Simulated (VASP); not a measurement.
# Na in VASP: single point with PBE

Aim: the single point of Na with PBE.

All numbers are computed with VASP 6.6.1; they aren't measurements. Logs are shortened: lines on timing, memory, paths and dates and some standing lists are left out, and cuts for length are marked.

## 1. The cell of the first run

The cell holds a slab with vacuum, 7 atoms: a = 3.668 Å, b = 5.989 Å, c = 28.374 Å, α = 90.00°, β = 90.00°, γ = 90.00°.

## 2. Single point, PBE

Input file INCAR:

```
SYSTEM = Na
  ALGO = Normal
  DIPOL = 0.5 0.5 0.496
  EDIFF = 1E-6
  ENCUT = 520
  GGA = PE
  IDIPOL = 3
  ISIF = 2
  ISMEAR = 0
  LASPH = .TRUE.
  LCHARG = .FALSE.
  LDIPOL = .TRUE.
  LREAL = .FALSE.
  LWAVE = .FALSE.
  NBANDS = 34
  NELM = 80
  PREC = Accurate
  SIGMA = 0.1
```

Input file KPOINTS:

```
k-points
0
G
  7 5 1
  0 0 0
```

Input file POSCAR:

```
Na
1.0
    3.6676175900      0.0000000000      0.0000000000
    0.0000000000      5.9891944400      0.0000000000
    0.0000000000      0.0000000000     28.3735890176
Na
7
Direct
    0.3333333300      0.5000000000      0.3171963897
    0.6666666700      0.0000000000      0.3781309298
    0.0000000000      0.5000000000      0.4390654599
    0.3266564213      0.0000000000      0.4976201144
    0.6658838907      0.5000000000      0.5541304544
   -0.0582918225      0.0000000000      0.6163959751
    0.3648572025      0.5000000000      0.6701027079
```

Potentials or basis: VASP PAW PBE potentials, release 64 (Na_pv).

Launch:

```
$ cat potpaw_PBE.64/Na_pv/POTCAR > POTCAR
$ mpirun -np 1 vasp_std > vasp.out
```

OUTCAR:

```text
SYSTEM = Na
   EDIFF = 1E-6
   ENCUT = 520
   GGA = PE
   ISIF = 2
   ISMEAR = 0
   LASPH = .TRUE.
   LREAL = .FALSE.
   NELM = 80
   PREC = Accurate

 ion  position               nearest neighbor table
   1  0.333  0.500  0.317-
   2  0.667  0.000  0.378-
   3  0.000  0.500  0.439-
   4  0.327  0.000  0.498-
   5  0.666  0.500  0.554-
   6  0.942  0.000  0.616-
   7  0.365  0.500  0.670-

  LATTYP: Found a simple orthorhombic cell.
 ALAT       =     3.6676175900
 B/A-ratio  =     1.6329931606
 C/A-ratio  =     7.7362452113

  Lattice vectors:

 A1 = (   3.6676175900,   0.0000000000,   0.0000000000)
 A2 = (   0.0000000000,   5.9891944400,   0.0000000000)
 A3 = (   0.0000000000,   0.0000000000,  28.3735890176)

Analysis of symmetry for initial positions (statically):
=====================================================================
 Subroutine PRICEL returns:
 Original cell was already a primitive cell.

 Routine SETGRP: Setting up the symmetry group for a
 simple orthorhombic supercell.

 Subroutine GETGRP returns: Found  2 space group operations
 (whereof  2 operations were pure point group operations)
 out of a pool of  8 trial point group operations.

The static configuration has the point symmetry C_1h.

Analysis of symmetry for dynamics (positions and initial velocities):
=====================================================================
 Subroutine PRICEL returns:
 Original cell was already a primitive cell.

 Routine SETGRP: Setting up the symmetry group for a
 simple orthorhombic supercell.

 Subroutine GETGRP returns: Found  2 space group operations
 (whereof  2 operations were pure point group operations)
 out of a pool of  8 trial point group operations.

The dynamic configuration has the point symmetry C_1h.

 Subroutine INISYM returns: Found  2 space group operations
 (whereof  2 operations are pure point group operations),
 and found     1 'primitive' translations

----------------------------------------------------------------------------------------

                                     Primitive cell

  volume of cell :     623.2564

  direct lattice vectors                    reciprocal lattice vectors
     3.667617590  0.000000000  0.000000000     0.272656561  0.000000000  0.000000000
     0.000000000  5.989194440  0.000000000     0.000000000  0.166967363  0.000000000
     0.000000000  0.000000000 28.373589018     0.000000000  0.000000000  0.035244043

  length of vectors
     3.667617590  5.989194440 28.373589018     0.272656561  0.166967363  0.035244043

  position of ions in fractional coordinates (direct lattice)
     0.333333330  0.500000000  0.317196390
     0.666666670  0.000000000  0.378130930
     0.000000000  0.500000000  0.439065460
     0.326656421  0.000000000  0.497620114
     0.665883891  0.500000000  0.554130454
     0.941708177  0.000000000  0.616395975
     0.364857202  0.500000000  0.670102708

  ion indices of the primitive-cell ions
   primitive index   ion index
                 1           1
                 2           2
                 3           3
                 4           4
                 5           5
                 6           6
                 7           7

----------------------------------------------------------------------------------------

 KPOINTS: k-points

Automatic generation of k-mesh.
 Grid dimensions read from file:
 generate k-points for:    7    5    1

 Generating k-lattice:

  Cartesian coordinates                     Fractional coordinates (reciprocal lattice)
     0.038950937  0.000000000  0.000000000     0.142857143  0.000000000  0.000000000
     0.000000000  0.033393473  0.000000000     0.000000000  0.200000000  0.000000000
     0.000000000  0.000000000  0.035244043     0.000000000  0.000000000  1.000000000

  Length of vectors
     0.038950937  0.033393473  0.035244043

  Shift w.r.t. Gamma in fractional coordinates (k-lattice)
     0.000000000  0.000000000  0.000000000

 Subroutine IBZKPT returns following result:
 ===========================================

 Found     12 irreducible k-points:

 Following reciprocal coordinates:
            Coordinates               Weight
  0.000000  0.000000  0.000000      1.000000
  0.142857  0.000000  0.000000      2.000000
  0.285714  0.000000  0.000000      2.000000
  0.428571  0.000000  0.000000      2.000000
  0.000000  0.200000  0.000000      2.000000
  0.142857  0.200000  0.000000      4.000000
  0.285714  0.200000  0.000000      4.000000
  0.428571  0.200000  0.000000      4.000000
  0.000000  0.400000  0.000000      2.000000
  0.142857  0.400000  0.000000      4.000000
  0.285714  0.400000  0.000000      4.000000
  0.428571  0.400000  0.000000      4.000000
   k-points           NKPTS =     12   k-points in BZ     NKDIM =     12   number of bands    NBANDS=     34
   number of dos      NEDOS =    301   number of ions     NIONS =      7
   total plane-waves  NPLWV = 290304
   dimension x,y,z NGX =    28 NGY =   48 NGZ =  216
   dimension x,y,z NGXF=    56 NGYF=   96 NGZF=  432
   ions per type =               7
   NGX,Y,Z   is equivalent  to a cutoff of  12.69, 13.32, 12.66 a.u.
   NGXF,Y,Z  is equivalent  to a cutoff of  25.38, 26.65, 25.31 a.u.
 SYSTEM =  Na
   PREC   = accura    normal or accurate (medium, high low for compatibility)
   ISTART =      0    job   : 0-new  1-cont  2-samecut
   ICHARG =      2    charge: 1-file 2-atom 10-const
   ISPIN  =      1    spin polarized calculation?
   LNONCOLLINEAR =      F non collinear calculations
   LSORBIT =      F    spin-orbit coupling
   LASPH  =      T    aspherical Exc in radial PAW
   ENCUT  =  520.0 eV  38.22 Ry    6.18 a.u.   6.82 11.14 52.76*2*pi/ulx,y,z
   NELM   =     80;   NELMIN=  2; NELMDL= -5     # of ELM steps
   EDIFF  = 0.1E-05   stopping-criterion for ELM
   LREAL  =      F    real-space projection
   EDIFFG = 0.1E-04   stopping-criterion for IOM
   NSW    =      0    number of steps for IOM
   IBRION =     -1    ionic relax: 0-MD 1-quasi-New 2-CG
   NFREE  =      0    steps in history (QN), initial steepest desc. (CG)
   ISIF   =      2    stress and relaxation
   ISYM   =      2    0-nonsym 1-usesym 2-fastsym
   POTIM  = 0.5000    time-step for ionic-motion
   TEBEG  =    0.0;   TEEND  =   0.0 temperature during run
   PSTRESS=    0.0 pullay stress
   NELECT =      49.0000    total number of electrons
   NUPDOWN=      -1.0000    fix difference up-down
   EMIN   =  10.00;   EMAX   =-10.00  energy-range for DOS
   EFERMI =   0.00;   METHOD = LEGACY
   ISMEAR =     0;   SIGMA  =   0.10  broadening in eV -4-tet -1-fermi 0-gaus
   EFERMI_NEDOS =   21; number of points for ismear=-14 and -15
   IALGO  =     38    algorithm
   IMIX   =      4    mixing-type and parameters
     AMIX     =   0.40;   BMIX     =  1.00
     AMIX_MAG =   1.60;   BMIX_MAG =  1.00
  volume/ion in A,a.u.               =      89.04       600.85
  Fermi-wavevector in a.u.,A,eV,Ry     =   0.701323  1.325308  6.692075  0.491854
  Thomas-Fermi vector in A             =   1.785718
   LORBIT       =      0    0 simple, 1 ext, 2 COOP (PROOUT), +10 PAW based schemes
   GGA     = PE    functional components
   LHFCALC =     F    Hartree Fock is set to
   AEXX    =    0.0000 exact exchange contribution
   IVDW    =     0    specifies the selected vdW correction
   LEPSILON=     F    determine dielectric tensor
   LRPA    =     F    only Hartree local field effects (RPA)
 non-spin polarized calculation
 Gauss-broadening in eV      SIGMA  =   0.10
  energy-cutoff  :      520.00
  volume of cell :      623.26
 maximum number of plane-waves:     16831
 NGX is ok and might be reduce to    28
   NGX = 13   NGY = 23   NGZ =105

 dipolmoment           0.000000      0.000000     -0.060924 electrons x Angstroem

 number of electron      48.9999959 magnetization

 dipolmoment           0.000000      0.000000      0.001911 electrons x Angstroem

 Free energy of the ion-electron system (eV)
  ---------------------------------------------------
  ext. energy  EPLUGINS =         0.00000000
  ---------------------------------------------------
  free energy    TOTEN  =        -8.54842617 eV

  energy without entropy =       -8.52704446  energy(sigma->0) =       -8.53773532

 E-fermi :  -1.4376     XC(G=0):  -3.2902

 val. band max:       -1.4667989764   @ k =   0.2857   0.4000   0.0000
 cond. band min:      -1.4366051204   @ k =   0.2857   0.4000   0.0000
 fundamental gap:      0.0301938560
 Fermi energy:        -1.4375900807

 k-point     1 :       0.0000    0.0000    0.0000
  band No.  band energies     occupation
      1     -26.7294      2.00000
      2     -26.7229      2.00000
      3     -26.7016      2.00000
      4     -26.6870      2.00000
      5     -26.6751      2.00000
      6     -26.6554      2.00000
[... 26 lines left out ...]
     33       1.0043      0.00000
     34       1.3954      0.00000

 k-point     2 :       0.1429    0.0000    0.0000
  band No.  band energies     occupation
      1     -26.7290      2.00000
      2     -26.7225      2.00000
      3     -26.7058      2.00000
      4     -26.6866      2.00000
      5     -26.6746      2.00000
      6     -26.6596      2.00000
[... 26 lines left out ...]
     33       1.2286      0.00000
     34       1.6007      0.00000

 k-point     3 :       0.2857    0.0000    0.0000
  band No.  band energies     occupation
      1     -26.7281      2.00000
      2     -26.7216      2.00000
      3     -26.7150      2.00000
      4     -26.6857      2.00000
      5     -26.6736      2.00000
      6     -26.6689      2.00000
[... 26 lines left out ...]
     33       1.7206      0.00000
     34       1.8902      0.00000
[... 260 lines left out ...]
 k-point    11 :       0.2857    0.4000    0.0000
  band No.  band energies     occupation
      1     -26.7282      2.00000
      2     -26.7216      2.00000
      3     -26.7151      2.00000
      4     -26.6858      2.00000
      5     -26.6736      2.00000
      6     -26.6689      2.00000
[... 26 lines left out ...]
     33       2.0142      0.00000
     34       2.3631      0.00000

 k-point    12 :       0.4286    0.4000    0.0000
  band No.  band energies     occupation
      1     -26.7274      2.00000
      2     -26.7225      2.00000
      3     -26.7208      2.00000
      4     -26.6852      2.00000
      5     -26.6762      2.00000
      6     -26.6729      2.00000
[... 26 lines left out ...]
     33       1.2877      0.00000
     34       1.6425      0.00000

------------------------ aborting loop because EDIFF is reached ----------------------------------------

 vacuum level on the upper side and lower side of the slab       (xc-potential included)        -0.088        -0.107

  FORCE on cell =-STRESS in cart. coord.  units (eV):
  Direction    XX          YY          ZZ          XY          YZ          ZX
  --------------------------------------------------------------------------------------
  -------------------------------------------------------------------------------------
  Total       -0.3397023     -0.5665471     -0.1106945      0.0000000      0.0000000     -0.0100845
  in kB       -0.8732575     -1.4563973     -0.2845575      0.0000000      0.0000000     -0.0259237
  external PRESSURE =      -0.8714041 kB  Pullay stress =       0.0000000 kB

 VOLUME and BASIS-vectors are now :
 -----------------------------------------------------------------------------
  energy-cutoff  :      520.00
  volume of cell :      623.26
      direct lattice vectors                 reciprocal lattice vectors
     3.667617590  0.000000000  0.000000000     0.272656561  0.000000000  0.000000000
     0.000000000  5.989194440  0.000000000     0.000000000  0.166967363  0.000000000
     0.000000000  0.000000000 28.373589018     0.000000000  0.000000000  0.035244043

 POSITION                                       TOTAL-FORCE (eV/Angst)
 -----------------------------------------------------------------------------------
      1.22254      2.99460      9.00000        -0.033376      0.000000      0.059184
      2.44508      0.00000     10.72893         0.038167      0.000000     -0.008316
      0.00000      2.99460     12.45786         0.008868      0.000000     -0.077766
      1.19805      0.00000     14.11927        -0.006955      0.000000      0.004297
      2.44221      2.99460     15.72267         0.003223      0.000000      0.016269
      3.45383      0.00000     17.48937        -0.003605      0.000000      0.004184
      1.33816      2.99460     19.01322        -0.006321      0.000000      0.002148
 -----------------------------------------------------------------------------------
    total drift:                               -0.001118      0.000000     -0.002031

  FREE ENERGIE OF THE ION-ELECTRON SYSTEM (eV)
  ---------------------------------------------------
  free  energy   TOTEN  =        -8.5484261675 eV

  energy  without entropy=       -8.5270444639  energy(sigma->0) =       -8.53773532

 vacuum level on the upper side and lower side of the slab         1.276         1.254
```

Wall time 6.7 min (1 thread of AMD EPYC 7R13 (Zen 3), shared host); peak memory 0.63 GiB.

What came out:

| Quantity | Value |
| --- | --- |
| Free energy | -8.5484 eV |
| Largest force | 0.078 eV/Å |
| Band gap on the k mesh | zero (an odd number of electrons rules out a gap without spin polarisation) |

Forces on the atoms (eV/Å):
```
Na  -0.033  0.000  0.059
Na   0.038  0.000 -0.008
Na   0.009  0.000 -0.078
Na  -0.007  0.000  0.004
Na   0.003  0.000  0.016
Na  -0.004  0.000  0.004
Na  -0.006  0.000  0.002
```

The gap in the log of VASP goes by the Fermi energy; the results here count the filled bands.